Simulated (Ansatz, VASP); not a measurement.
# Two plane-wave programs on BN

```
CELL_PARAMETERS angstrom
0.00000 1.81300 1.81300
1.81300 0.00000 1.81300
1.81300 1.81300 0.00000
ATOMIC_POSITIONS crystal
B 0.00000 0.00000 0.00000
N 0.75000 0.75000 0.75000
```

Alike in both runs: task relaxation of cell and atoms; functional LDA; k mesh 10 × 10 × 10; occupations gaussian, width 0.1 eV; no spin polarisation.

|  | VASP | Ansatz |
| --- | --- | --- |
| version | VASP 6.6.1 | Ansatz 0.2.0 |
| potentials or method | VASP PAW LDA potentials, release 64 (B, N), cutoff 600 eV | scalar-relativistic, plane waves, PAW |
| valence electrons in the cell | 8 | 8 |

```tsv
	VASP	Ansatz	Ansatz less VASP
gap on the k mesh at the Fermi level, each at its own relaxed structure (eV)	4.38	4.39	+0.016
relaxed volume (Å³/atom)	5.75	5.73	-0.019
relaxed cell length with the largest relative difference (Å)	2.533	2.531	-0.0028
```

Ansatz warns that its potentials were made for another functional, while VASP's fit it. LDA's correlation is that of Perdew and Zunger in VASP and of Perdew and Wang (1992) in Ansatz.
